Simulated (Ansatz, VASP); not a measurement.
# SiB4: VASP beside Ansatz

Contents of INCAR:

```
SYSTEM = SiB4
PREC = Accurate
ENCUT = 600
EDIFF = 1E-6
ISMEAR = 0
SIGMA = 0.1
LREAL = .FALSE.
LASPH = .TRUE.
NELM = 60
ALGO = Normal
ISIF = 3
LWAVE = .FALSE.
LCHARG = .FALSE.
GGA = PE
IBRION = 2
NSW = 90
EDIFFG = -0.04
```

File KPOINTS:

```
Automatic mesh
0
G
  6 6 4
  0 0 0
```

POSCAR

```
SiB4
1.0
    3.4634297700      0.0000000000      0.0000000000
   -1.7317148800      2.9994181600      0.0000000000
    0.0000000000      0.0000000000      4.2308095500
Si B
1 4
Direct
    0.3333333300      0.6666666700      0.2824385900
    0.2125303300      0.7874696700      0.8407042400
    0.2125303300      0.4250606600      0.8407042400
    0.5749393400      0.7874696700      0.8407042400
    0.0000000000      0.0000000000      0.7176296300
```

Input for Ansatz:

```yaml
crystal:
  lattice:
    - [3.46342977, 0.0, 0.0]
    - [-1.73171488, 2.99941816, 0.0]
    - [0.0, 0.0, 4.23080955]
  atoms:
    - { symbol: Si, position: [0.33333333, 0.66666667, 0.28243859] }
    - { symbol: B, position: [0.21253033, 0.78746967, 0.84070424] }
    - { symbol: B, position: [0.21253033, 0.42506066, 0.84070424] }
    - { symbol: B, position: [0.57493934, 0.78746967, 0.84070424] }
    - { symbol: B, position: [0.0, 0.0, 0.71762963] }
basis:
  ecutwfc: 420
kpoints:
  mp_grid: { grid: [6, 6, 4] }
hamiltonian:
  xc: pbe
scf:
  occupations: { method: gaussian, width: 0.1 }
  lower_state_search: "off"
output:
  forces: true
  stress: true
  eigenvalues: true
relax:
  adjacent_minimum: "off"
  f_tol: 0.04
  max_steps: 70
  cell: { stress_tol: 0.4 }
```

Alike in both runs: task relaxation of cell and atoms; functional PBE; k mesh 6 × 6 × 4; occupations gaussian, width 0.1 eV; no spin polarisation.

|  | VASP | Ansatz |
| --- | --- | --- |
| version | VASP 6.6.1 | Ansatz 0.2.0 |
| potentials or method | VASP PAW PBE potentials, release 64 (Si, B), cutoff 600 eV | scalar-relativistic, plane waves, PAW |
| valence electrons in the cell | 16 | 16 |

|  | VASP | Ansatz | Ansatz less VASP |
| --- | --- | --- | --- |
| gap on the k mesh at the Fermi level, each at its own relaxed structure (eV) | none | none | - |
| relaxed volume (Å³/atom) | 9.48 | 9.45 | -0.030 |
| relaxed length of the cell vector where the two differ most in proportion (Å) | 4.615 | 4.609 | -0.0055 |

A gap of «none» marks a metal or a gap that the smearing closes.

The k mesh is coarse, so the values compare programs but aren't converged.
